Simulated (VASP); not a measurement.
Runs of VASP 6.6.1 on Pb. The structure is that of space group Fm-3m (No. 225), or close to it. The cells are those of the table. 

```tsv
task	cell	cutoff (eV)	gap on the mesh (eV)	pressure (GPa)
single point	a = 3.567 Å, angles 60.0°, 1 atom	520	none	-1.2
single point	a = 3.497 Å, angles 60.0°, 1 atom	520	none	(a)
relaxation of cell and atoms	relaxed from a = 3.500 Å, angles 60.0°, 1 atom	600	none	0.0
single point	a = 3.423 Å, angles 60.0°, 1 atom	520	none	5.3
single point	a = 3.646 Å, angles 60.0°, 1 atom	520	none	-3.3
single point	a = 3.532 Å, angles 60.0°, 1 atom	520	none	0.0
```

Alike in all rows: level r2SCAN; potentials or basis VASP PAW PBE potentials, release 64 (Pb_d); no spin polarisation; k mesh 14 × 14 × 14; smearing gaussian 0.1 eV.

Fill in the values left out.

(a) 1.4.

Caveats: the PAW data sets were made with another functional, which shifts forces and pressure a little; spin-orbit coupling is left out, which moves the levels of the heavy elements.

A k mesh can miss the band edges, and the runs leave out spin-orbit coupling on Pb.

A gap of «none» marks levels without a gap at the run's occupations.
